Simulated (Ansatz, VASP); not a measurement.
CdS: VASP beside Ansatz

```xyz
4
Lattice="4.1348 0.0207 0.0207 -2.0495 3.5705 0.0076 0.0337 0.0337 6.7490" Properties=species:S:1:pos:R:3 pbc="T T T"
Cd    0.0119    2.3872    0.0119
Cd    2.0902    1.2208    3.3908
S     0.0249    2.4002    2.6103
S     2.1032    1.2338    5.9892
```

Change from the starting cell: equal xy, yz and zx shear strains of +1 %, crystal datasets.

Alike in both runs: task electric field gradients; functional PBE; k mesh 7 × 7 × 4; occupations fermi-dirac, width 0.01 eV; no spin polarisation.

```csv
,VASP,Ansatz
version,VASP 6.6.1,Ansatz 0.2.0
potentials or method,"VASP PAW PBE potentials, release 64 (Cd, S), cutoff 520 eV","all-electron PAW with datasets made for the crystal, scalar-relativistic"
```

VASP gave:

| Quantity | Value |
| --- | --- |
| gap on the k mesh at the Fermi level (eV) | 1.21 |
| pressure (GPa) | 2.9 |
| traceless stress, the component that is largest in VASP (GPa) | -1.55 |
| rms of the force components (eV/Å) | 0.165 |
| size of Vzz on the site where it differs most (V/Å²) | 35.7 |

**Question.** Estimate Ansatz's values.

**Answer.** gap on the k mesh at the Fermi level (eV): 1.21; pressure (GPa): 2.6; traceless stress, the component that is largest in VASP (GPa): -1.51; rms of the force components (eV/Å): 0.160; size of Vzz on the site where it differs most (V/Å²): 32.8.

Atom by atom the forces differ by 0.005 eV/Å (rms over components). Ansatz ran all-electron here, and VASP with PAW potentials.
